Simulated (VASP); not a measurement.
# I (R-3m) in VASP: further runs

I is run at these levels: PBE; tasks: single point.

All numbers are computed with VASP 6.6.1; they aren't measurements. Logs are shortened: lines on timing, memory, paths and dates and some standing lists are left out, and cuts for length are marked.

**1. The cell of the first run**

The typed cell holds 2 atoms: a = 4.631 Å, b = 4.631 Å, c = 4.631 Å, α = 59.92°, β = 59.92°, γ = 59.92°.

**2. Single point, PBE**

Contents of INCAR:

```
ALGO = Normal ; EDIFF = 1E-6
ENCUT = 520 ; GGA = PE
ISIF = 2 ; ISMEAR = -1
LASPH = True ; LCHARG = False
LREAL = False ; LWAVE = False
NBANDS = 14 ; NELM = 100
PREC = Accurate ; SIGMA = 0.1
```

Contents of KPOINTS:

```
k-points
0
Gamma
  11 11 11
```

Contents of POSCAR:

```
I
1.0
    2.3128115852     -1.3353023913      3.7839684215
    0.0000000000      2.6706047826      3.7839684215
   -2.3128115852     -1.3353023913      3.7839684215
I
2
Direct
    0.2500000000      0.2500000000      0.2500000000
   -0.2500000000     -0.2500000000     -0.2500000000
```

Potentials or basis: VASP PAW PBE potentials, release 64 (I).

On the command line:

```bash
cat potpaw_PBE.64/I/POTCAR > POTCAR
mpirun -np 1 vasp_std > vasp.out
```

OUTCAR:

```text
EDIFF = 1E-6
   ENCUT = 520
   GGA = PE
   ISIF = 2
   ISMEAR = -1
   LASPH = True
   LREAL = False
   NELM = 100
   PREC = Accurate

 ion  position               nearest neighbor table
   1  0.250  0.250  0.250-   2 3.27   2 3.27   2 3.27   2 3.27   2 3.27   2 3.27
   2  0.750  0.750  0.750-   1 3.27   1 3.27   1 3.27   1 3.27   1 3.27   1 3.27

  LATTYP: Found a trigonal (rhomboedric) cell.
 ALAT       =     4.6314735150
 COS(alpha) =     0.5012623735

  Lattice vectors:

 A1 = (   2.3128115852,  -1.3353023913,   3.7839684215)
 A2 = (   0.0000000000,   2.6706047826,   3.7839684215)
 A3 = (  -2.3128115852,  -1.3353023913,   3.7839684215)

Analysis of symmetry for initial positions (statically):
=====================================================================
 Subroutine PRICEL returns following result:

  LATTYP: Found a trigonal (rhomboedric) cell.
 ALAT       =     3.2728785738
 COS(alpha) =     0.0012639691

  Lattice vectors:

 A1 = (   2.3128115852,   1.3353023913,   1.8919842108)
 A2 = (  -2.3128115852,   1.3353023913,   1.8919842108)
 A3 = (   0.0000000000,  -2.6706047826,   1.8919842108)

   2 primitive cells build up your supercell.

 Routine SETGRP: Setting up the symmetry group for a
 trigonal (rhombohedral) supercell.

 Subroutine GETGRP returns: Found 12 space group operations
 (whereof 12 operations were pure point group operations)
 out of a pool of 12 trial point group operations.

The static configuration has the point symmetry D_3d.

Analysis of symmetry for dynamics (positions and initial velocities):
=====================================================================
 Subroutine PRICEL returns following result:

  LATTYP: Found a trigonal (rhomboedric) cell.
 ALAT       =     3.2728785738
 COS(alpha) =     0.0012639691

  Lattice vectors:

 A1 = (   2.3128115852,   1.3353023913,   1.8919842108)
 A2 = (  -2.3128115852,   1.3353023913,   1.8919842108)
 A3 = (   0.0000000000,  -2.6706047826,   1.8919842108)

   2 primitive cells build up your supercell.

 Routine SETGRP: Setting up the symmetry group for a
 trigonal (rhombohedral) supercell.

 Subroutine GETGRP returns: Found 12 space group operations
 (whereof 12 operations were pure point group operations)
 out of a pool of 12 trial point group operations.

The dynamic configuration has the point symmetry D_3d.

 Subroutine INISYM returns: Found 12 space group operations
 (whereof 12 operations are pure point group operations),
 and found     2 'primitive' translations

----------------------------------------------------------------------------------------

                                     Primitive cell

  volume of cell :      35.0581

  direct lattice vectors                    reciprocal lattice vectors
     2.312811585  1.335302391  1.891984211     0.216187087  0.124815673  0.176181879
    -2.312811585  1.335302391  1.891984211    -0.216187087  0.124815673  0.176181879
     0.000000000 -2.670604783  1.891984211     0.000000000 -0.249631346  0.176181879

  length of vectors
     3.272878574  3.272878574  3.272878574     0.305541918  0.305541918  0.305541918

  position of ions in fractional coordinates (direct lattice)
     0.500000000  0.500000000  0.500000000

  ion indices of the primitive-cell ions
   primitive index   ion index
                 1           1

----------------------------------------------------------------------------------------

 KPOINTS: k-points

Automatic generation of k-mesh.
 Grid dimensions read from file:
 generate k-points for:   11   11   11

 Generating k-lattice:

  Cartesian coordinates                     Fractional coordinates (reciprocal lattice)
     0.019653372 -0.011346879  0.008008267     0.090909091  0.000000000  0.000000000
     0.000000000  0.022693759  0.008008267     0.000000000  0.090909091  0.000000000
    -0.019653372 -0.011346879  0.008008267     0.000000000  0.000000000  0.090909091

  Length of vectors
     0.024065308  0.024065308  0.024065308

  Shift w.r.t. Gamma in fractional coordinates (k-lattice)
     0.000000000  0.000000000  0.000000000

 Subroutine IBZKPT returns following result:
 ===========================================

 Found    146 irreducible k-points:

 Following reciprocal coordinates:
            Coordinates               Weight
  0.000000  0.000000  0.000000      1.000000
  0.090909  0.000000 -0.000000      6.000000
  0.181818  0.000000 -0.000000      6.000000
  0.272727  0.000000  0.000000      6.000000
  0.363636  0.000000  0.000000      6.000000
  0.454545  0.000000 -0.000000      6.000000
[... 16 lines left out ...]
 -0.272727  0.181818  0.000000     12.000000
 -0.181818  0.181818  0.000000      6.000000
 [... further k-points ...]
   k-points           NKPTS =    146   k-points in BZ     NKDIM =    146   number of bands    NBANDS=     14
   number of dos      NEDOS =    301   number of ions     NIONS =      2
   total plane-waves  NPLWV =  46656
   dimension x,y,z NGX =    36 NGY =   36 NGZ =   36
   dimension x,y,z NGXF=    72 NGYF=   72 NGZF=   72
   ions per type =               2
   NGX,Y,Z   is equivalent  to a cutoff of  12.92, 12.92, 12.92 a.u.
   NGXF,Y,Z  is equivalent  to a cutoff of  25.84, 25.84, 25.84 a.u.
 SYSTEM =  unknown system
   PREC   = accura    normal or accurate (medium, high low for compatibility)
   ISTART =      0    job   : 0-new  1-cont  2-samecut
   ICHARG =      2    charge: 1-file 2-atom 10-const
   ISPIN  =      1    spin polarized calculation?
   LNONCOLLINEAR =      F non collinear calculations
   LSORBIT =      F    spin-orbit coupling
   LASPH  =      T    aspherical Exc in radial PAW
   ENCUT  =  520.0 eV  38.22 Ry    6.18 a.u.   8.61  8.61  8.61*2*pi/ulx,y,z
   NELM   =    100;   NELMIN=  2; NELMDL= -5     # of ELM steps
   EDIFF  = 0.1E-05   stopping-criterion for ELM
   LREAL  =      F    real-space projection
   EDIFFG = 0.1E-04   stopping-criterion for IOM
   NSW    =      0    number of steps for IOM
   IBRION =     -1    ionic relax: 0-MD 1-quasi-New 2-CG
   NFREE  =      0    steps in history (QN), initial steepest desc. (CG)
   ISIF   =      2    stress and relaxation
   ISYM   =      2    0-nonsym 1-usesym 2-fastsym
   POTIM  = 0.5000    time-step for ionic-motion
   TEBEG  =    0.0;   TEEND  =   0.0 temperature during run
   PSTRESS=    0.0 pullay stress
   NELECT =      14.0000    total number of electrons
   NUPDOWN=      -1.0000    fix difference up-down
   EMIN   =  10.00;   EMAX   =-10.00  energy-range for DOS
   EFERMI =   0.00;   METHOD = LEGACY
   ISMEAR =    -1;   SIGMA  =   0.10  broadening in eV -4-tet -1-fermi 0-gaus
   EFERMI_NEDOS =   21; number of points for ismear=-14 and -15
   IALGO  =     38    algorithm
   IMIX   =      4    mixing-type and parameters
     AMIX     =   0.40;   BMIX     =  1.00
     AMIX_MAG =   1.60;   BMIX_MAG =  1.00
  volume/ion in A,a.u.               =      35.06       236.58
  Fermi-wavevector in a.u.,A,eV,Ry     =   0.956852  1.808188 12.457020  0.915565
  Thomas-Fermi vector in A             =   2.085817
   LORBIT       =      0    0 simple, 1 ext, 2 COOP (PROOUT), +10 PAW based schemes
   GGA     = PE    functional components
   LHFCALC =     F    Hartree Fock is set to
   AEXX    =    0.0000 exact exchange contribution
   IVDW    =     0    specifies the selected vdW correction
   LEPSILON=     F    determine dielectric tensor
   LRPA    =     F    only Hartree local field effects (RPA)
 non-spin polarized calculation
  energy-cutoff  :      520.00
  volume of cell :       70.12
 maximum number of plane-waves:      1917
   NGX = 17   NGY = 17   NGZ = 17

 number of electron      14.0000000 magnetization

 Free energy of the ion-electron system (eV)
  ---------------------------------------------------
  ext. energy  EPLUGINS =         0.00000000
  ---------------------------------------------------
  free energy    TOTEN  =        -2.22932078 eV

  energy without entropy =       -2.16392300  energy(sigma->0) =       -2.19662189

 E-fermi :   5.3722     XC(G=0):  -8.9135

 val. band max:        5.3231231328   @ k =   0.2727   0.1818   0.0000
 cond. band min:       5.3725666209   @ k =  -0.3636  -0.4545   0.0909
 fundamental gap:      0.0494434882
 Fermi energy:         5.3721729068

 k-point     1 :       0.0000    0.0000    0.0000
  band No.  band energies     occupation
      1      -9.2543      2.00000
      2      -5.6978      2.00000
      3       1.7198      2.00000
      4       1.7336      2.00000
      5       1.7336      2.00000
      6       5.1450      1.81309
      7       5.1450      1.81309
      8       5.1522      1.80053
      9      10.1998      0.00000
     10      10.2190      0.00000
     11      10.2190      0.00000
     12      11.0333      0.00000
     13      11.4318      0.00000
     14      11.4318      0.00000

 k-point     2 :       0.0909    0.0000   -0.0000
  band No.  band energies     occupation
      1      -9.1979      2.00000
      2      -5.7944      2.00000
      3       1.7488      2.00000
      4       1.7614      2.00000
      5       1.7697      2.00000
      6       4.9539      1.96995
      7       4.9710      1.96444
      8       4.9768      1.96235
      9      10.1870      0.00000
     10      10.3346      0.00000
     11      10.3519      0.00000
     12      11.3563      0.00000
     13      11.7340      0.00000
     14      11.7347      0.00000

 k-point     3 :       0.1818    0.0000   -0.0000
  band No.  band energies     occupation
      1      -9.0306      2.00000
      2      -6.0670      2.00000
      3       1.8373      2.00000
      4       1.8484      2.00000
      5       1.8743      2.00000
      6       4.4891      1.99971
      7       4.5358      1.99953
      8       4.5395      1.99952
      9      10.2328      0.00000
     10      10.7272      0.00000
     11      10.7455      0.00000
     12      12.1805      0.00000
     13      12.5496      0.00000
     14      12.5517      0.00000
[... 324 lines left out ...]
 k-point    23 :      -0.2727    0.1818    0.0000
  band No.  band energies     occupation
      1      -8.3677      2.00000
      2      -6.9077      2.00000
      3       0.7442      2.00000
      4       2.5286      2.00000
      5       2.5810      2.00000
      6       3.0320      2.00000
      7       3.0963      2.00000
      8       5.6632      0.10333
      9      10.5769      0.00000
     10      11.5855      0.00000
     11      12.4900      0.00000
     12      13.4578      0.00000
     13      13.7701      0.00000
     14      16.2384      0.00000

 k-point    24 :      -0.1818    0.1818    0.0000
  band No.  band energies     occupation
      1      -8.6804      2.00000
      2      -6.5366      2.00000
      3       0.9806      2.00000
      4       2.5906      2.00000
      5       2.6520      2.00000
      6       3.1307      2.00000
      7       3.1886      2.00000
      8       5.6242      0.14885
      9      10.1965      0.00000
     10      11.0394      0.00000
     11      11.9950      0.00000
     12      12.6167      0.00000
     13      13.9304      0.00000
     14      14.8342      0.00000

 [... further k-points ...]
[... 5 lines left out ...]
  --------------------------------------------------------------------------------------
  -------------------------------------------------------------------------------------
  Total        2.6756830      2.6756830      2.6819320     -0.0000000     -0.0000000      0.0000000
  in kB       61.1401641     61.1401641     61.2829573     -0.0000000     -0.0000000      0.0000000
  external PRESSURE =      61.1877618 kB  Pullay stress =       0.0000000 kB

 VOLUME and BASIS-vectors are now :
 -----------------------------------------------------------------------------
  energy-cutoff  :      520.00
  volume of cell :       70.12
      direct lattice vectors                 reciprocal lattice vectors
     2.312811585 -1.335302391  3.783968422     0.216187087 -0.124815673  0.088090940
     0.000000000  2.670604783  3.783968422     0.000000000  0.249631346  0.088090940
    -2.312811585 -1.335302391  3.783968422    -0.216187087 -0.124815673  0.088090940

 POSITION                                       TOTAL-FORCE (eV/Angst)
 -----------------------------------------------------------------------------------
      0.00000      0.00000      2.83798        -0.000000      0.000000      0.000000
      0.00000      0.00000      8.51393         0.000000     -0.000000     -0.000000
 -----------------------------------------------------------------------------------
    total drift:                               -0.000000      0.000000      0.000000

  FREE ENERGIE OF THE ION-ELECTRON SYSTEM (eV)
  ---------------------------------------------------
  free  energy   TOTEN  =        -2.2293207809 eV

  energy  without entropy=       -2.1639230043  energy(sigma->0) =       -2.19662189
```

Wall time 55 s (1 thread of Intel Xeon Platinum 8488C (Sapphire Rapids), shared host); peak memory 0.27 GiB.

Results:

```
Free energy            : -2.2293 eV
Pressure               : 6.1 GPa
Band gap on the k mesh : zero (band 7 reaches 6.28 eV, above the bottom of band 8 at 2.96 eV)
```

Caveat: spin-orbit coupling is left out, which moves the levels of the heavy elements.

**3. Single point, PBE**

Contents of INCAR:

```
SYSTEM = I
  ALGO = Normal
  EDIFF = 1E-6
  ENCUT = 520
  GGA = PE
  ISIF = 2
  ISMEAR = -1
  LASPH = .TRUE.
  LCHARG = .FALSE.
  LREAL = .FALSE.
  LWAVE = .FALSE.
  NBANDS = 14
  NELM = 80
  PREC = Accurate
  SIGMA = 0.1
```

Contents of KPOINTS:

```
k-points
0
G
  11 11 11
  0 0 0
```

POSCAR is that of step 2.

Potentials or basis: VASP PAW PBE potentials, release 64 (I).

On the command line:

```bash
cat potpaw_PBE.64/I/POTCAR > POTCAR
mpirun -np 1 vasp_std > vasp.out
```

Run time: 61 s. Hardware: 1 thread of Intel Xeon Platinum 8488C (Sapphire Rapids), shared host; peak memory 0.27 GiB.

Results (log left out):

```yaml
Free_energy: -2.2293 eV
Pressure: 6.1 GPa
Band_gap_on_the_k_mesh: zero (band 7 reaches 6.28 eV, above the bottom of band 8 at 2.96 eV)
```

Levels at points of the mesh, in eV from the Fermi level:
| k point | band 3 | band 4 | band 5 | band 6 | band 7 | band 8 | band 9 | band 10 | band 11 | band 12 |
| --- | --- | --- | --- | --- | --- | --- | --- | --- | --- | --- |
| (0.00, 0.00, 0.00) | -3.65 | -3.64 | -3.64 | -0.23 | -0.23 | -0.22 | 4.83 | 4.85 | 4.85 | 5.66 |

Caveat: spin-orbit coupling is left out, which moves the levels of the heavy elements.

**4. Single point, PBE**

This run uses another cell than the first one, of 38.40 Å³/atom, 1.095 times its volume.

Contents of INCAR:

```
PREC = Accurate ; ENCUT = 520
EDIFF = 1E-6 ; ISMEAR = -1
SIGMA = 0.1 ; LREAL = F
LASPH = T ; NELM = 60
ALGO = Normal ; ISIF = 2
LWAVE = F ; LCHARG = T
GGA = PE ; LELF = T
LVHAR = T ; NBANDS = 14
```

Contents of KPOINTS:

```
Automatic mesh
0
Gamma
  11 11 11
```

Contents of POSCAR:

```
I
1.0
    2.3840193051     -1.3764141875      3.9004706758
    0.0000000000      2.7528283751      3.9004706758
   -2.3840193051     -1.3764141875      3.9004706758
I
2
Direct
    0.2500000000      0.2500000000      0.2500000000
   -0.2500000000     -0.2500000000     -0.2500000000
```

On the command line:

```bash
cat potpaw_PBE.64/I/POTCAR > POTCAR
mpirun -np 1 vasp_std > vasp.out
```

Wall time 63 s (1 thread of Intel Xeon Platinum 8488C (Sapphire Rapids), shared host); peak memory 0.28 GiB.

It converged, with:

- Free energy: -2.3971 eV
- Pressure: 2.3 GPa
- Band gap on the k mesh: zero (band 7 reaches 4.93 eV, above the bottom of band 8 at 2.11 eV)

Levels at points of the mesh, in eV from the Fermi level:
```csv
k point,band 3,band 4,band 5,band 6,band 7,band 8,band 9,band 10,band 11,band 12
"(0.00, 0.00, 0.00)",-3.20,-3.19,-3.19,-0.18,-0.18,-0.17,5.26,5.27,5.27,5.54
```

Caveat: spin-orbit coupling is left out, which moves the levels of the heavy elements.
